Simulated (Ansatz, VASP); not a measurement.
## One calculation of HfO2, two programs

INCAR

```
ALGO = Normal
EDIFF = 1E-7
ENCUT = 520
GGA = PE
ISIF = 2
ISMEAR = 0
LASPH = T
LCHARG = F
LREAL = F
LWAVE = F
NBANDS = 31
NELM = 100
PREC = Accurate
SIGMA = 0.05
```

The input KPOINTS:

```
k-points
0
Gamma
  6 6 6
```

File POSCAR:

```
HfO2
1.0
    0.0000000000     -2.5489194559     -2.5489194559
    0.0000000000      2.5489194559     -2.5489194559
    5.0978389119      0.0000000000      0.0000000000
Hf O
2 4
Direct
    0.5102788654      0.4897211346      0.5000000000
   -0.0102788654      0.0102788654      0.0000000000
    0.0000749786      0.5000749786      0.6980956530
    0.4999250214     -0.0000749786      0.3019043470
    0.0000749786      0.5000749786      0.1980956530
    0.4999250214     -0.0000749786      0.8019043470
```

Input for Ansatz:

```yaml
crystal:
  lattice:
    - [0.0, -2.5489194559, -2.5489194559]
    - [0.0, 2.5489194559, -2.5489194559]
    - [5.0978389119, 0.0, 0.0]
  atoms:
    - { symbol: Hf, position: [0.5102788654, 0.4897211346, 0.5] }
    - { symbol: Hf, position: [-0.0102788654, 0.0102788654, 0.0] }
    - { symbol: O, position: [7.49786e-05, 0.5000749786, 0.698095653] }
    - { symbol: O, position: [0.4999250214, -7.49786e-05, 0.301904347] }
    - { symbol: O, position: [7.49786e-05, 0.5000749786, 0.198095653] }
    - { symbol: O, position: [0.4999250214, -7.49786e-05, 0.801904347] }
basis:
  ecutwfc: 520.0
kpoints:
  mp_grid: { grid: [6, 6, 6] }
hamiltonian:
  xc: pbe
  pseudopotentials: { kind: paw, azcp: { folder: soft_1 } }
scf:
  occupations: { method: gaussian, width: 0.05 }
output:
  forces: true
  stress: true
  eigenvalues: true
  write_density: true
  write_potential: true
  elf: true
  volumetric_format: npy
```

Change from the starting cell: mode 1 frozen in at -0.265 Å and mode 5 at -0.052 Å (largest displacements).

Alike in both runs: task single point; functional PBE; k mesh 6 × 6 × 6; occupations gaussian, width 0.05 eV; no spin polarisation.

|  | VASP | Ansatz |
| --- | --- | --- |
| version | VASP 6.6.1 | Ansatz 0.2.0 |
| potentials or method | VASP PAW PBE potentials, release 64 (Hf_pv, O), cutoff 520 eV | scalar-relativistic, plane waves, PAW |
| valence electrons in the cell | 44 | 76 |

|  | VASP | Ansatz | Ansatz less VASP |
| --- | --- | --- | --- |
| gap on the k mesh at the Fermi level (eV) | 4.41 | 4.46 | +0.041 |
| least direct gap on the mesh (eV) | 4.49 | 4.52 | +0.033 |
| pressure (GPa) | 3.0 | 6.5 | +3.47 |
| traceless stress, the component that is largest in VASP (GPa) | 6.16 | 5.95 | -0.214 |
| rms of the force components (eV/Å) | 0.248 | 0.257 | +0.0090 |

Atom by atom the forces differ by 0.021 eV/Å (rms over components). VASP's potentials hold 44 valence electrons a cell and Ansatz's 76, so a difference there can come from the potentials and not from the codes.

Spin-orbit coupling is off throughout.
